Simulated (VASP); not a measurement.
# AlPt (Pm-3m) in VASP: further runs

AlPt is run at these levels: LDA; tasks: single point, relaxation of cell and atoms.

Program: VASP 6.6.1. These are calculated values, not measurements. Logs are shortened: lines on timing, memory, paths and dates and some standing lists are left out, and cuts for length are marked.

## (1) The cell of the first run

It takes space group Pm-3m (No. 221, cubic). The conventional cell has a = 3.040 Å, b = 3.040 Å, c = 3.040 Å, α = 90.00°, β = 90.00°, γ = 90.00°. Al (site symmetry m-3m) has 8 Pt at 2.63 Å and 6 Al at 3.04 Å within 3.5 Å. Within 3.5 Å of Pt (site symmetry m-3m) lie 8 Al at 2.63 Å and 6 Pt at 3.04 Å.

## (2) Single point, LDA

The input, INCAR:

```
SYSTEM = AlPt
  PREC = Accurate
  ENCUT = 500
  EDIFF = 1E-6
  ISMEAR = -1
  SIGMA = 0.1
  LREAL = .FALSE.
  LASPH = .TRUE.
  NELM = 120
  ALGO = Normal
  ISIF = 2
  LWAVE = .FALSE.
  LCHARG = .FALSE.
  GGA = CA
  NBANDS = 14
  GGA_COMPAT = .FALSE.
```

The input, KPOINTS:

```
Automatic mesh
0
G
  6 6 6
  0 0 0
```

The input, POSCAR:

```
AlPt
1.0
    3.0398419953      0.0000000000      0.0000000000
    0.0000000000      3.0398419953      0.0000000000
    0.0000000000      0.0000000000      3.0398419953
Al Pt
1 1
Direct
    0.0000000000      0.0000000000      0.0000000000
    0.5000000000      0.5000000000      0.5000000000
```

Potentials or basis: VASP PAW LDA potentials, release 64 (Al, Pt).

Started as:

```sh
$ cat potpaw_LDA.64/Al/POTCAR potpaw_LDA.64/Pt/POTCAR > POTCAR
$ mpirun -np 1 vasp_std > vasp.out
```

OUTCAR:

```text
SYSTEM = AlPt
   PREC = Accurate
   ENCUT = 500
   EDIFF = 1E-6
   ISMEAR = -1
   LREAL = .FALSE.
   LASPH = .TRUE.
   NELM = 120
   ISIF = 2
   GGA = CA

 ion  position               nearest neighbor table
   1  0.000  0.000  0.000-   2 2.63   2 2.63   2 2.63   2 2.63   2 2.63   2 2.63   2 2.63   2 2.63

   2  0.500  0.500  0.500-   1 2.63   1 2.63   1 2.63   1 2.63   1 2.63   1 2.63   1 2.63   1 2.63

  LATTYP: Found a simple cubic cell.
 ALAT       =     3.0398419953

  Lattice vectors:

 A1 = (   3.0398419953,   0.0000000000,   0.0000000000)
 A2 = (   0.0000000000,   3.0398419953,   0.0000000000)
 A3 = (   0.0000000000,   0.0000000000,   3.0398419953)

Analysis of symmetry for initial positions (statically):
=====================================================================
 Subroutine PRICEL returns:
 Original cell was already a primitive cell.

 Routine SETGRP: Setting up the symmetry group for a
 simple cubic supercell.

 Subroutine GETGRP returns: Found 48 space group operations
 (whereof 48 operations were pure point group operations)
 out of a pool of 48 trial point group operations.

The static configuration has the point symmetry O_h .

Analysis of symmetry for dynamics (positions and initial velocities):
=====================================================================
 Subroutine PRICEL returns:
 Original cell was already a primitive cell.

 Routine SETGRP: Setting up the symmetry group for a
 simple cubic supercell.

 Subroutine GETGRP returns: Found 48 space group operations
 (whereof 48 operations were pure point group operations)
 out of a pool of 48 trial point group operations.

The dynamic configuration has the point symmetry O_h .

 Subroutine INISYM returns: Found 48 space group operations
 (whereof 48 operations are pure point group operations),
 and found     1 'primitive' translations

----------------------------------------------------------------------------------------

                                     Primitive cell

  volume of cell :      28.0901

  direct lattice vectors                    reciprocal lattice vectors
     3.039841995  0.000000000  0.000000000     0.328964466  0.000000000  0.000000000
     0.000000000  3.039841995  0.000000000     0.000000000  0.328964466  0.000000000
     0.000000000  0.000000000  3.039841995     0.000000000  0.000000000  0.328964466

  length of vectors
     3.039841995  3.039841995  3.039841995     0.328964466  0.328964466  0.328964466

  position of ions in fractional coordinates (direct lattice)
     0.000000000  0.000000000  0.000000000
     0.500000000  0.500000000  0.500000000

  ion indices of the primitive-cell ions
   primitive index   ion index
                 1           1
                 2           2

----------------------------------------------------------------------------------------

 KPOINTS: Automatic mesh

Automatic generation of k-mesh.
 Grid dimensions read from file:
 generate k-points for:    6    6    6

 Generating k-lattice:

  Cartesian coordinates                     Fractional coordinates (reciprocal lattice)
     0.054827411  0.000000000  0.000000000     0.166666667  0.000000000  0.000000000
     0.000000000  0.054827411  0.000000000     0.000000000  0.166666667  0.000000000
     0.000000000  0.000000000  0.054827411     0.000000000  0.000000000  0.166666667

  Length of vectors
     0.054827411  0.054827411  0.054827411

  Shift w.r.t. Gamma in fractional coordinates (k-lattice)
     0.000000000  0.000000000  0.000000000

 Subroutine IBZKPT returns following result:
 ===========================================

 Found     20 irreducible k-points:

 Following reciprocal coordinates:
            Coordinates               Weight
  0.000000  0.000000  0.000000      1.000000
  0.166667  0.000000  0.000000      6.000000
  0.333333  0.000000  0.000000      6.000000
  0.500000  0.000000  0.000000      3.000000
  0.166667  0.166667  0.000000     12.000000
  0.333333  0.166667  0.000000     24.000000
[... 12 lines left out ...]
  0.500000  0.500000  0.333333      6.000000
  0.500000  0.500000  0.500000      1.000000
   k-points           NKPTS =     20   k-points in BZ     NKDIM =     20   number of bands    NBANDS=     14
   number of dos      NEDOS =    301   number of ions     NIONS =      2
   total plane-waves  NPLWV =  13824
   dimension x,y,z NGX =    24 NGY =   24 NGZ =   24
   dimension x,y,z NGXF=    48 NGYF=   48 NGZF=   48
   ions per type =               1   1
   NGX,Y,Z   is equivalent  to a cutoff of  13.13, 13.13, 13.13 a.u.
   NGXF,Y,Z  is equivalent  to a cutoff of  26.25, 26.25, 26.25 a.u.
 SYSTEM =  AlPt
   PREC   = accura    normal or accurate (medium, high low for compatibility)
   ISTART =      0    job   : 0-new  1-cont  2-samecut
   ICHARG =      2    charge: 1-file 2-atom 10-const
   ISPIN  =      1    spin polarized calculation?
   LNONCOLLINEAR =      F non collinear calculations
   LSORBIT =      F    spin-orbit coupling
   LASPH  =      T    aspherical Exc in radial PAW
   ENCUT  =  500.0 eV  36.75 Ry    6.06 a.u.   5.54  5.54  5.54*2*pi/ulx,y,z
   NELM   =    120;   NELMIN=  2; NELMDL= -5     # of ELM steps
   EDIFF  = 0.1E-05   stopping-criterion for ELM
   LREAL  =      F    real-space projection
   EDIFFG = 0.1E-04   stopping-criterion for IOM
   NSW    =      0    number of steps for IOM
   IBRION =     -1    ionic relax: 0-MD 1-quasi-New 2-CG
   NFREE  =      0    steps in history (QN), initial steepest desc. (CG)
   ISIF   =      2    stress and relaxation
   ISYM   =      2    0-nonsym 1-usesym 2-fastsym
   POTIM  = 0.5000    time-step for ionic-motion
   TEBEG  =    0.0;   TEEND  =   0.0 temperature during run
   PSTRESS=    0.0 pullay stress
   NELECT =      13.0000    total number of electrons
   NUPDOWN=      -1.0000    fix difference up-down
   EMIN   =  10.00;   EMAX   =-10.00  energy-range for DOS
   EFERMI =   0.00;   METHOD = LEGACY
   ISMEAR =    -1;   SIGMA  =   0.10  broadening in eV -4-tet -1-fermi 0-gaus
   EFERMI_NEDOS =   21; number of points for ismear=-14 and -15
   IALGO  =     38    algorithm
   IMIX   =      4    mixing-type and parameters
     AMIX     =   0.40;   BMIX     =  1.00
     AMIX_MAG =   1.60;   BMIX_MAG =  1.00
  volume/ion in A,a.u.               =      14.05        94.78
  Fermi-wavevector in a.u.,A,eV,Ry     =   1.266305  2.392969 21.817323  1.603528
  Thomas-Fermi vector in A             =   2.399513
   LORBIT       =      0    0 simple, 1 ext, 2 COOP (PROOUT), +10 PAW based schemes
   GGA     = CA    functional components
   LHFCALC =     F    Hartree Fock is set to
   AEXX    =    0.0000 exact exchange contribution
   IVDW    =     0    specifies the selected vdW correction
   LEPSILON=     F    determine dielectric tensor
   LRPA    =     F    only Hartree local field effects (RPA)
 non-spin polarized calculation
  energy-cutoff  :      500.00
  volume of cell :       28.09
 maximum number of plane-waves:       739
 NGX is ok and might be reduce to    24
   NGX = 11   NGY = 11   NGZ = 11

 number of electron      13.0000000 magnetization

 Free energy of the ion-electron system (eV)
  ---------------------------------------------------
  ext. energy  EPLUGINS =         0.00000000
  ---------------------------------------------------
  free energy    TOTEN  =       -13.59676352 eV

  energy without entropy =      -13.57356243  energy(sigma->0) =      -13.58516298

 E-fermi :  11.4219     XC(G=0): -12.5324

 val. band max:       11.4195165769   @ k =   0.3333   0.3333   0.0000
 cond. band min:      11.8328381448   @ k =   0.3333   0.1667   0.1667
 fundamental gap:      0.4133215678
 Fermi energy:        11.4218685736

 k-point     1 :       0.0000    0.0000    0.0000
  band No.  band energies     occupation
      1      -0.6249      2.00000
      2       5.3928      2.00000
      3       5.3928      2.00000
      4       8.6007      2.00000
      5       8.6007      2.00000
      6       8.6007      2.00000
      7      15.2843      0.00000
      8      15.2843      0.00000
      9      15.2843      0.00000
     10      20.6603      0.00000
     11      20.6603      0.00000
     12      21.5421      0.00000
     13      29.3100      0.00000
     14      29.3100      0.00000

 k-point     2 :       0.1667    0.0000    0.0000
  band No.  band energies     occupation
      1      -0.1029      2.00000
      2       5.5367      2.00000
      3       5.5580      2.00000
      4       8.1312      2.00000
      5       8.1312      2.00000
      6       8.6531      2.00000
      7      13.1109      0.00000
      8      16.1864      0.00000
      9      16.1864      0.00000
     10      19.7023      0.00000
     11      21.2246      0.00000
     12      24.2001      0.00000
     13      27.3205      0.00000
     14      27.3205      0.00000

 k-point     3 :       0.3333    0.0000    0.0000
  band No.  band energies     occupation
      1       1.3347      2.00000
      2       5.3261      2.00000
      3       5.8494      2.00000
      4       7.3838      2.00000
      5       7.3838      2.00000
      6       8.7606      2.00000
      7      10.8947      1.98979
      8      18.1351      0.00000
      9      18.2163      0.00000
     10      18.2163      0.00000
     11      21.7639      0.00000
     12      24.1449      0.00000
     13      24.1449      0.00000
     14      26.0434      0.00000

 k-point     4 :       0.5000    0.0000    0.0000
  band No.  band energies     occupation
      1       2.8699      2.00000
      2       4.1225      2.00000
      3       6.0205      2.00000
      4       7.0699      2.00000
      5       7.0699      2.00000
      6       8.8157      2.00000
      7      10.4653      1.99986
      8      17.4483      0.00000
      9      20.0656      0.00000
     10      20.0656      0.00000
     11      21.9254      0.00000
     12      21.9254      0.00000
     13      22.3604      0.00000
     14      23.9425      0.00000

 k-point     5 :       0.1667    0.1667    0.0000
  band No.  band energies     occupation
      1       0.4056      2.00000
      2       5.6383      2.00000
      3       5.7990      2.00000
      4       7.5892      2.00000
      5       8.1145      2.00000
      6       8.2892      2.00000
      7      13.7287      0.00000
      8      14.0128      0.00000
      9      17.0575      0.00000
     10      19.7694      0.00000
     11      22.9684      0.00000
[... 208 lines left out ...]
 k-point    18 :       0.5000    0.3333    0.3333
  band No.  band energies     occupation
      1       4.1463      2.00000
      2       5.0689      2.00000
      3       5.1811      2.00000
      4       8.2424      2.00000
      5       8.2429      2.00000
      6      10.8971      1.98953
      7      10.9975      1.97171
      8      13.9505      0.00000
      9      15.7390      0.00000
     10      17.1422      0.00000
     11      17.6453      0.00000
     12      20.3853      0.00000
     13      22.8977      0.00000
     14      30.0823      0.00000

 k-point    19 :       0.5000    0.5000    0.3333
  band No.  band energies     occupation
      1       4.1974      2.00000
      2       4.9496      2.00000
      3       4.9496      2.00000
      4       8.3507      2.00000
      5       9.9949      2.00000
      6      11.9151      0.01431
      7      11.9151      0.01431
      8      12.7663      0.00000
      9      12.9117      0.00000
     10      17.8627      0.00000
     11      19.1516      0.00000
     12      19.1516      0.00000
     13      19.5813      0.00000
     14      31.7876      0.00000

 k-point    20 :       0.5000    0.5000    0.5000
  band No.  band energies     occupation
      1       4.5616      2.00000
      2       4.5616      2.00000
      3       4.5616      2.00000
      4      10.0159      2.00000
      5      10.0159      2.00000
      6      12.0709      0.00303
      7      13.1257      0.00000
      8      13.1257      0.00000
      9      13.1257      0.00000
     10      16.5182      0.00000
     11      17.7151      0.00000
     12      17.7151      0.00000
     13      17.7151      0.00000
     14      34.8680      0.00000

------------------------ aborting loop because EDIFF is reached ----------------------------------------

  FORCE on cell =-STRESS in cart. coord.  units (eV):
  Direction    XX          YY          ZZ          XY          YZ          ZX
  --------------------------------------------------------------------------------------
  -------------------------------------------------------------------------------------
  Total        0.1148976      0.1148976      0.1148976     -0.0000000     -0.0000000      0.0000000
  in kB        6.5534269      6.5534269      6.5534269     -0.0000000     -0.0000000      0.0000000
  external PRESSURE =       6.5534269 kB  Pullay stress =       0.0000000 kB

 VOLUME and BASIS-vectors are now :
 -----------------------------------------------------------------------------
  energy-cutoff  :      500.00
  volume of cell :       28.09
      direct lattice vectors                 reciprocal lattice vectors
     3.039841995  0.000000000  0.000000000     0.328964466  0.000000000  0.000000000
     0.000000000  3.039841995  0.000000000     0.000000000  0.328964466  0.000000000
     0.000000000  0.000000000  3.039841995     0.000000000  0.000000000  0.328964466

 POSITION                                       TOTAL-FORCE (eV/Angst)
 -----------------------------------------------------------------------------------
      0.00000      0.00000      0.00000         0.000000      0.000000      0.000000
      1.51992      1.51992      1.51992         0.000000      0.000000      0.000000
 -----------------------------------------------------------------------------------
    total drift:                                0.000000     -0.000000     -0.000000

  FREE ENERGIE OF THE ION-ELECTRON SYSTEM (eV)
  ---------------------------------------------------
  free  energy   TOTEN  =       -13.5967635211 eV

  energy  without entropy=      -13.5735624321  energy(sigma->0) =      -13.58516298
```

Wall time 9.4 s (1 thread of AMD EPYC 7R13, shared host); peak memory 0.1 GiB.

What came out:

- Free energy: -13.5968 eV
- Pressure: 0.7 GPa

Caveat: spin-orbit coupling is left out, which moves the levels of the heavy elements.

[end of part 1 of 2]
